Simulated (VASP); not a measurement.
# TiSi5O12 in VASP: a series of runs

Runs on TiSi5O12. Level: PBE. Tasks: single point, relaxation of cell and atoms.

All numbers are computed with VASP 6.6.1; they aren't measurements. Logs are shortened: lines on timing, memory, paths and dates and some standing lists are left out, and cuts for length are marked.

### 1 The cell of the first run

The typed cell holds 18 atoms: a = 5.109 Å, b = 5.109 Å, c = 6.641 Å, α = 71.47°, β = 71.47°, γ = 73.81°.

### 2 Single point, PBE

The input, INCAR:

```
SYSTEM = TiSi5O12
ALGO = Normal
EDIFF = 1E-6
ENCUT = 520
GGA = PE
ISIF = 2
ISMEAR = 0
ISYM = 0
LASPH = .TRUE.
LCHARG = .TRUE.
LELF = .TRUE.
LREAL = Auto
LVHAR = .TRUE.
LWAVE = .FALSE.
NBANDS = 67
NELM = 60
PREC = Accurate
SIGMA = 0.1
```

The input, KPOINTS:

```
Automatic mesh
0
Gamma
  3 3 2
  0 0 0.5
```

The input, POSCAR:

```
TiSi5O12
1.0
    0.0294834783     -4.3092609512      2.7447398357
   -4.3092985053      0.0294902584      2.7447502666
   -4.2774412720     -4.2774172779     -2.7411087665
O Si Ti
12 5 1
Direct
    0.2312843813      0.2313092716      0.4606060905
    0.5499199329      0.5499400423      0.1498042874
    0.9137422200      0.9137625010      0.7861265885
    0.1009155168      0.1009538132      0.2076777181
    0.4184798078      0.4185174549      0.8821457453
    0.7822669004      0.7823021412      0.5185228400
    0.6400495486      0.0208363962      0.1618299510
    0.9814951017      0.3507502251      0.8341373948
    0.3113930509      0.6921820938      0.5064485192
    0.0208044669      0.6400864376      0.1618342331
    0.3507201286      0.9815350400      0.8341390737
    0.6921574343      0.3114206186      0.5064547995
    0.3324456771      0.3324911600      0.6677779848
    0.6661267939      0.6661480533      0.3341826450
   -0.0002315578      0.9997986634      0.0004898874
    0.3286153694      0.3286254811      0.1699681621
    0.0035804392      1.0036308453      0.4983186817
    0.6660985668      0.6661376035      0.8342181154
```

Potentials or basis: VASP PAW PBE potentials, release 64 (O, Si, Ti_sv).

On the command line:

```bash
$ cat potpaw_PBE.64/O/POTCAR potpaw_PBE.64/Si/POTCAR potpaw_PBE.64/Ti_sv/POTCAR > POTCAR
$ mpirun -np 1 vasp_std > vasp.out
```

OUTCAR:

```text
SYSTEM = TiSi5O12
   EDIFF = 1E-6
   ENCUT = 520
   GGA = PE
   ISIF = 2
   ISMEAR = 0
   ISYM = 0
   LASPH = .TRUE.
   LREAL = Auto
   NELM = 60
   PREC = Accurate

 ion  position               nearest neighbor table
   1  0.231  0.231  0.461-  16 1.77  17 1.78  13 1.87
   2  0.550  0.550  0.150-  16 1.76  14 1.82  18 1.93
   3  0.914  0.914  0.786-  17 1.75  15 1.82  18 1.92
   4  0.101  0.101  0.208-  17 1.77  16 1.78  15 1.87
   5  0.418  0.419  0.882-  16 1.75  13 1.82  18 1.92
   6  0.782  0.782  0.519-  17 1.76  14 1.82  18 1.93
   7  0.640  0.021  0.162-  15 1.80  14 1.80  16 1.90
   8  0.981  0.351  0.834-  15 1.78  13 1.78  18 1.94
   9  0.311  0.692  0.506-  13 1.80  14 1.80  17 1.90
  10  0.021  0.640  0.162-  15 1.80  14 1.80  16 1.90
  11  0.351  0.982  0.834-  15 1.78  13 1.78  18 1.94
  12  0.692  0.311  0.506-  13 1.80  14 1.80  17 1.90
  13  0.332  0.332  0.668-   8 1.78  11 1.78   9 1.80  12 1.80   5 1.82   1 1.87  15 2.74  14 2.75

  14  0.666  0.666  0.334-  10 1.80  12 1.80   9 1.80   7 1.80   6 1.82   2 1.82  13 2.75  15 2.75

  15  1.000  1.000  0.000-  11 1.78   8 1.78  10 1.80   7 1.80   3 1.82   4 1.87  13 2.74  14 2.75

  16  0.329  0.329  0.170-   5 1.75   2 1.76   1 1.77   4 1.78   7 1.90  10 1.90  17 2.68  18 2.77

  17  0.004  0.004  0.498-   3 1.75   6 1.76   4 1.77   1 1.78  12 1.90   9 1.90  16 2.68  18 2.77

  18  0.666  0.666  0.834-   3 1.92   5 1.92   2 1.93   6 1.93  11 1.94   8 1.94  16 2.77  17 2.77

IMPORTANT INFORMATION: All symmetrisations will be switched off!
NOSYMM: (Re-)initialisation of all symmetry stuff for point group C_1.

----------------------------------------------------------------------------------------

                                     Primitive cell

  volume of cell :     152.7779

  direct lattice vectors                    reciprocal lattice vectors
     0.029483478 -4.309260951  2.744739836     0.076317372 -0.154163444  0.121475772
    -4.309298505  0.029490258  2.744750267    -0.154162047  0.076317633  0.121475202
    -4.277441272 -4.277417278 -2.741108767    -0.077948380 -0.077948641 -0.121542611

  length of vectors
     5.109226555  5.109263872  6.641270938     0.210587445  0.210586188  0.164087010

  position of ions in fractional coordinates (direct lattice)
     0.231284381  0.231309272  0.460606091
     0.549919933  0.549940042  0.149804287
     0.913742220  0.913762501  0.786126588
     0.100915517  0.100953813  0.207677718
     0.418479808  0.418517455  0.882145745
     0.782266900  0.782302141  0.518522840
[... 10 lines left out ...]
     0.003580439  0.003630845  0.498318682
     0.666098567  0.666137603  0.834218115

  ion indices of the primitive-cell ions
   primitive index   ion index
                 1           1
                 2           2
                 3           3
                 4           4
                 5           5
                 6           6
[... 10 lines left out ...]
                17          17
                18          18

----------------------------------------------------------------------------------------

 KPOINTS: Automatic mesh

Automatic generation of k-mesh.
 Grid dimensions read from file:
 generate k-points for:    3    3    2

 Generating k-lattice:

  Cartesian coordinates                     Fractional coordinates (reciprocal lattice)
     0.025439124 -0.051387815  0.040491924     0.333333333  0.000000000  0.000000000
    -0.051387349  0.025439211  0.040491734     0.000000000  0.333333333 -0.000000000
    -0.038974190 -0.038974321 -0.060771305    -0.000000000 -0.000000000  0.500000000

  Length of vectors
     0.070195815  0.070195396  0.082043505

  Shift w.r.t. Gamma in fractional coordinates (k-lattice)
     0.000000000  0.000000000  0.500000000

 Subroutine IBZKPT returns following result:
 ===========================================

 Found      9 irreducible k-points:

 Following reciprocal coordinates:
            Coordinates               Weight
  0.000000  0.000000  0.250000      2.000000
  0.333333 -0.000000  0.250000      2.000000
  0.000000 -0.333333 -0.250000      2.000000
 -0.333333 -0.000000  0.250000      2.000000
 -0.000000  0.333333 -0.250000      2.000000
  0.333333  0.333333  0.250000      2.000000
 -0.333333  0.333333  0.250000      2.000000
 -0.333333  0.333333 -0.250000      2.000000
 -0.333333 -0.333333  0.250000      2.000000
   k-points           NKPTS =      9   k-points in BZ     NKDIM =      9   number of bands    NBANDS=     67
   number of dos      NEDOS =    301   number of ions     NIONS =     18
   total plane-waves  NPLWV =  80000
   dimension x,y,z NGX =    40 NGY =   40 NGZ =   50
   dimension x,y,z NGXF=    80 NGYF=   80 NGZF=  100
   ions per type =              12   5   1
   NGX,Y,Z   is equivalent  to a cutoff of  13.02, 13.02, 12.52 a.u.
   NGXF,Y,Z  is equivalent  to a cutoff of  26.03, 26.03, 25.03 a.u.
 SYSTEM =  TiSi5O12
   PREC   = accura    normal or accurate (medium, high low for compatibility)
   ISTART =      0    job   : 0-new  1-cont  2-samecut
   ICHARG =      2    charge: 1-file 2-atom 10-const
   ISPIN  =      1    spin polarized calculation?
   LNONCOLLINEAR =      F non collinear calculations
   LSORBIT =      F    spin-orbit coupling
   LASPH  =      T    aspherical Exc in radial PAW
   ENCUT  =  520.0 eV  38.22 Ry    6.18 a.u.   9.50  9.50 12.35*2*pi/ulx,y,z
   NELM   =     60;   NELMIN=  2; NELMDL= -5     # of ELM steps
   EDIFF  = 0.1E-05   stopping-criterion for ELM
   LREAL  =      T    real-space projection
   EDIFFG = 0.1E-04   stopping-criterion for IOM
   NSW    =      0    number of steps for IOM
   IBRION =     -1    ionic relax: 0-MD 1-quasi-New 2-CG
   NFREE  =      0    steps in history (QN), initial steepest desc. (CG)
   ISIF   =      2    stress and relaxation
   ISYM   =      0    0-nonsym 1-usesym 2-fastsym
   POTIM  = 0.5000    time-step for ionic-motion
   TEBEG  =    0.0;   TEEND  =   0.0 temperature during run
   PSTRESS=    0.0 pullay stress
   NELECT =     104.0000    total number of electrons
   NUPDOWN=      -1.0000    fix difference up-down
   EMIN   =  10.00;   EMAX   =-10.00  energy-range for DOS
   EFERMI =   0.00;   METHOD = LEGACY
   ISMEAR =     0;   SIGMA  =   0.10  broadening in eV -4-tet -1-fermi 0-gaus
   EFERMI_NEDOS =   21; number of points for ismear=-14 and -15
   IALGO  =     38    algorithm
   IMIX   =      4    mixing-type and parameters
     AMIX     =   0.40;   BMIX     =  1.00
     AMIX_MAG =   1.60;   BMIX_MAG =  1.00
  volume/ion in A,a.u.               =       8.49        57.28
  Fermi-wavevector in a.u.,A,eV,Ry     =   1.440121  2.721435 28.217800  2.073950
  Thomas-Fermi vector in A             =   2.558901
   LORBIT       =      0    0 simple, 1 ext, 2 COOP (PROOUT), +10 PAW based schemes
   GGA     = PE    functional components
   LHFCALC =     F    Hartree Fock is set to
   AEXX    =    0.0000 exact exchange contribution
   IVDW    =     0    specifies the selected vdW correction
   LEPSILON=     F    determine dielectric tensor
   LRPA    =     F    only Hartree local field effects (RPA)
 non-spin polarized calculation
 Gauss-broadening in eV      SIGMA  =   0.10
  energy-cutoff  :      520.00
  volume of cell :      152.78
 maximum number of plane-waves:      4137
 NGX is ok and might be reduce to    40
   NGX = 19   NGY = 19   NGZ = 25

 number of electron     104.0000010 magnetization

 Free energy of the ion-electron system (eV)
  ---------------------------------------------------
  ext. energy  EPLUGINS =         0.00000000
  ---------------------------------------------------
  free energy    TOTEN  =      -141.78375258 eV

  energy without entropy =     -141.78375258  energy(sigma->0) =     -141.78375258

 E-fermi :   7.6171     XC(G=0): -11.9230

 val. band max:        6.9565538584   @ k =   0.0000   0.0000   0.2500
 cond. band min:       9.0816349630   @ k =  -0.3333  -0.3333   0.2500
 fundamental gap:      2.1250811046
 Fermi energy:         7.6170874612

 k-point     1 :       0.0000    0.0000    0.2500
  band No.  band energies     occupation
      1     -50.1828      2.00000
      2     -26.6204      2.00000
      3     -26.4859      2.00000
      4     -26.3519      2.00000
      5     -14.3108      2.00000
      6     -13.1922      2.00000
[... 56 lines left out ...]
     63      15.8014      0.00000
     64      16.7223      0.00000

 k-point     2 :       0.3333   -0.0000    0.2500
  band No.  band energies     occupation
      1     -50.1828      2.00000
      2     -26.6207      2.00000
      3     -26.4862      2.00000
      4     -26.3527      2.00000
      5     -14.0397      2.00000
      6     -12.7828      2.00000
[... 56 lines left out ...]
     63      16.0461      0.00000
     64      16.6358      0.00000

 k-point     3 :       0.0000   -0.3333   -0.2500
  band No.  band energies     occupation
      1     -50.1828      2.00000
      2     -26.6207      2.00000
      3     -26.4862      2.00000
      4     -26.3527      2.00000
      5     -14.0397      2.00000
      6     -12.7828      2.00000
[... 391 lines left out ...]
     63      16.2486      0.00000
     64      16.9324      0.00000

 k-point     9 :      -0.3333   -0.3333    0.2500
  band No.  band energies     occupation
      1     -50.1828      2.00000
      2     -26.6210      2.00000
      3     -26.4865      2.00000
      4     -26.3523      2.00000
      5     -13.5452      2.00000
      6     -13.3259      2.00000
[... 56 lines left out ...]
     63      16.2930      0.00000
     64      17.3018      0.00000
 [bands above 64 left out]

------------------------ aborting loop because EDIFF is reached ----------------------------------------

  FORCE on cell =-STRESS in cart. coord.  units (eV):
  Direction    XX          YY          ZZ          XY          YZ          ZX
  --------------------------------------------------------------------------------------
  -------------------------------------------------------------------------------------
  Total        0.1688468      0.1689462      0.5870951      0.0209921      0.0059629      0.0071730
  in kB        1.7706913      1.7717345      6.1568495      0.2201436      0.0625325      0.0752234
  external PRESSURE =       3.2330918 kB  Pullay stress =       0.0000000 kB

 VOLUME and BASIS-vectors are now :
 -----------------------------------------------------------------------------
  energy-cutoff  :      520.00
  volume of cell :      152.78
      direct lattice vectors                 reciprocal lattice vectors
     0.029483478 -4.309260951  2.744739836     0.076317372 -0.154163444  0.121475772
    -4.309298505  0.029490258  2.744750267    -0.154162047  0.076317633  0.121475202
    -4.277441272 -4.277417278 -2.741108767    -0.077948380 -0.077948641 -0.121542611

 POSITION                                       TOTAL-FORCE (eV/Angst)
 -----------------------------------------------------------------------------------
     -2.96018     -2.96005      0.00713        -0.012616     -0.011686     -0.000877
     -2.99442     -2.99431      2.60821        -0.031626     -0.031454     -0.016452
     -7.27335     -7.27320      2.86118        -0.025999     -0.025422      0.009958
     -1.32039     -1.32022     -0.01519         0.012117      0.011925     -0.002715
     -5.56451     -5.56430     -0.12071         0.019972      0.019894     -0.009473
     -5.56606     -5.56586      2.87302         0.033386      0.033366      0.015513
[... 10 lines left out ...]
     -2.14707     -2.14684     -1.34615        -0.001609     -0.002083     -0.011477
     -6.41927     -6.41905      1.36997         0.005128      0.004323      0.002134
 -----------------------------------------------------------------------------------
    total drift:                               -0.007182     -0.007956     -0.007539

  FREE ENERGIE OF THE ION-ELECTRON SYSTEM (eV)
  ---------------------------------------------------
  free  energy   TOTEN  =      -141.7837525794 eV

  energy  without entropy=     -141.7837525794  energy(sigma->0) =     -141.78375258
```

It took 2.9 min on 1 thread of Intel Xeon Platinum 8488C (Sapphire Rapids), shared host; peak memory 0.28 GiB.

Results:

```yaml
Free_energy: -141.7838 eV
Pressure: 0.3 GPa
Largest_force: 0.050 eV/Å
Band_gap_on_the_k_mesh: 2.12 eV
```

Forces on the atoms (eV/Å):
```
O   -0.013 -0.012 -0.001
O   -0.032 -0.031 -0.016
O   -0.026 -0.025  0.010
O    0.012  0.012 -0.003
O    0.020  0.020 -0.009
O    0.033  0.033  0.016
O   -0.015  0.009 -0.001
O    0.004 -0.003  0.001
O   -0.012  0.013  0.000
O    0.010 -0.016 -0.001
O   -0.003  0.003  0.001
O    0.013 -0.011  0.000
Si   0.003  0.002  0.007
Si   0.001  0.002  0.001
Si  -0.003 -0.003 -0.005
Si   0.004  0.004  0.011
Si  -0.002 -0.002 -0.011
Ti   0.005  0.004  0.002
```

Levels at points of the mesh, in eV from the valence-band top:
```tsv
k point	band 50	band 51	band 52	band 53	band 54	band 55
(0.00, 0.00, 0.25)	-0.76	-0.70	0.00	2.13	2.71	2.97
```

Caveat: the k points lie up to 0.52 Å⁻¹ apart; a shifted mesh leaves out Γ, where band edges can lie.

### 3 Single point, PBE

The input, INCAR:

```
SYSTEM = TiSi5O12
PREC = Accurate
ENCUT = 520
EDIFF = 1E-6
ISMEAR = 0
SIGMA = 0.1
LREAL = Auto
LASPH = .True.
NELM = 80
ALGO = Normal
ISIF = 2
LWAVE = .False.
LCHARG = .True.
GGA = PE
LELF = .True.
LVHAR = .True.
NBANDS = 67
ISYM = 0
```

KPOINTS is that of step 2.

The input, POSCAR:

```
TiSi5O12
1.0
    0.0284160767     -4.3090375843      2.7441867751
   -4.3091263338      0.0283138921      2.7440295682
   -4.2796364394     -4.2793433208     -2.7422203338
O Si Ti
12 5 1
Direct
    0.2180405561      0.2164371558      0.4825018164
    0.5817598015      0.5802162858      0.1188961384
    0.8994394352      0.8978749369      0.7932413045
    0.0866653348      0.0849711930      0.2148486587
    0.4503472418      0.4487247832      0.8512750481
    0.7689533070      0.7672947620      0.5405116935
    0.6495085232      0.0173469702      0.1668746021
    0.9793673883      0.3587475190      0.8391118843
    0.3080830425      0.6874004292      0.4946567234
    0.0189128395      0.6478134655      0.1668927461
    0.3603013092      0.9777926703      0.8390994912
    0.6890083951      0.3064207317      0.4946492715
    0.3342286559      0.3325677289      0.6669053837
    0.6678210402      0.6662571993      0.3333518484
    0.0005962776     -0.0010918230      1.0004159779
    0.6717740966      0.6699648318      0.8311052272
   -0.0033026908     -0.0048776111      0.5026468712
    0.3342139608      0.3325960088      0.1669230213
```

Potentials or basis: VASP PAW PBE potentials, release 64 (O, Si, Ti_sv).

On the command line:

```bash
$ cat potpaw_PBE.64/O/POTCAR potpaw_PBE.64/Si/POTCAR potpaw_PBE.64/Ti_sv/POTCAR > POTCAR
$ mpirun -np 1 vasp_std > vasp.out
```

Run time: 2.7 min. Hardware: 1 thread of Intel Xeon Platinum 8488C (Sapphire Rapids), shared host; peak memory 0.27 GiB.

It converged, with:

| Quantity | Value |
| --- | --- |
| Free energy | -141.7836 eV |
| Pressure | 0.3 GPa |
| Largest force | 0.053 eV/Å |
| Band gap on the k mesh | 2.13 eV |

Forces on the atoms (eV/Å):
```
O   -0.035 -0.037 -0.013
O   -0.031 -0.030  0.017
O   -0.011 -0.013 -0.016
O    0.033  0.036 -0.019
O    0.035  0.034  0.012
O    0.011  0.011  0.018
O    0.032 -0.032 -0.004
O   -0.003 -0.001 -0.003
O    0.002  0.006  0.002
O   -0.033  0.031  0.000
O    0.002 -0.006 -0.004
O    0.004  0.001  0.005
Si  -0.001  0.001  0.001
Si   0.003  0.001  0.005
Si  -0.003 -0.001 -0.006
Si  -0.006  0.000 -0.011
Si   0.002  0.002  0.010
Ti  -0.001  0.000  0.006
```

Stress tensor (GPa, compression positive):
```
 0.11 -0.14 -0.06
-0.14  0.13 -0.05
-0.06 -0.05  0.58
```

Levels at points of the mesh, in eV from the valence-band top:
| k point | band 49 | band 50 | band 51 | band 52 | band 53 | band 54 | band 55 | band 56 |
| --- | --- | --- | --- | --- | --- | --- | --- | --- |
| (0.00, 0.00, 0.25) | -0.78 | -0.75 | -0.70 | 0.00 | 2.13 | 2.71 | 2.97 | 5.31 |

Caveat: the k points lie up to 0.52 Å⁻¹ apart; a shifted mesh leaves out Γ, where band edges can lie.

### 4 Single point, PBE

The input, INCAR:

```
SYSTEM = TiSi5O12
PREC = Accurate
ENCUT = 520
EDIFF = 1E-6
ISMEAR = 0
SIGMA = 0.1
LREAL = Auto
LASPH = .True.
NELM = 100
ALGO = Normal
ISIF = 2
LWAVE = .False.
LCHARG = .False.
GGA = PE
ISYM = 0
NBANDS = 67
```

KPOINTS is that of step 3.

The input, POSCAR:

```
TiSi5O12
1.0
   -0.0193500513     -4.3029271456      2.7425842610
   -4.3030225668     -0.0193606308      2.7425679848
   -4.3290676437     -4.3289510635     -2.7528517480
O Si Ti
12 5 1
Direct
    0.2286032570      0.2286479607      0.4591940919
    0.5615059093      0.5616100283      0.1161351273
    0.8964060534      0.8964715319      0.8007858596
    0.1027422495      0.1028508183      0.2059168871
    0.4349609753      0.4350621706      0.8643448626
    0.7698106219      0.7699305625      0.5490045925
    0.6457676385      0.0467159191      0.1535772994
    0.9743637347      0.3570426628      0.8325617746
    0.2846958800      0.6856252667      0.5115263008
    0.0465914065      0.6458704906      0.1536302310
    0.3569740885      0.9744676143      0.8325697876
    0.6855678281      0.2848396095      0.5115340690
    0.3286753594      0.3287487370      0.6698989329
    0.0026857637      0.0027665484      0.9952873783
    0.3332764433      0.3334435683      0.1577336409
    0.6656875490      0.6657602343      0.8325698742
    0.9979865702      0.9981591870      0.5073975919
    0.6655833418      0.6658376131      0.3325865197
```

On the command line:

```bash
$ cat potpaw_PBE.64/O/POTCAR potpaw_PBE.64/Si/POTCAR potpaw_PBE.64/Ti_sv/POTCAR > POTCAR
$ mpirun -np 1 vasp_std > vasp.out
```

Run time: 2.4 min. Hardware: 1 thread of Intel Xeon Platinum 8488C (Sapphire Rapids), shared host; peak memory 0.28 GiB.

Results (log left out):

```yaml
Free_energy: -141.8699 eV
Pressure: 0.2 GPa
Largest_force: 0.043 eV/Å
Band_gap_on_the_k_mesh: 2.04 eV (least direct gap 2.06 eV)
```

Forces in eV/Å, atoms in the order of the input:
```
O    0.006  0.007  0.023
O    0.027  0.027 -0.016
O    0.016  0.016 -0.016
O   -0.012 -0.012 -0.025
O   -0.015 -0.014  0.009
O   -0.028 -0.027  0.018
O   -0.035  0.014  0.010
O   -0.027  0.024  0.003
O   -0.016  0.035 -0.009
O    0.016 -0.034  0.011
O    0.025 -0.027  0.001
O    0.036 -0.015 -0.008
Si  -0.006 -0.006  0.008
Si   0.008  0.008 -0.008
Si  -0.010 -0.010 -0.009
Si  -0.002 -0.002 -0.002
Si   0.006  0.005  0.012
Ti   0.011  0.009 -0.002
```

Stress tensor (GPa, compression positive):
```
 0.02 -0.03 -0.02
-0.03  0.03 -0.02
-0.02 -0.02  0.56
```

Levels at points of the mesh, in eV from the valence-band top:
```tsv
k point	band 48	band 49	band 50	band 51	band 52	band 53	band 54	band 55	band 56	band 57
(0.00, 0.00, 0.25)	-1.11	-0.95	-0.78	-0.66	0.00	2.06	2.61	2.69	5.44	5.57
```

Caveat: the k points lie up to 0.51 Å⁻¹ apart; a shifted mesh leaves out Γ, where band edges can lie. A k mesh can miss the band edges.

(Part 1 of 2 ends here.)
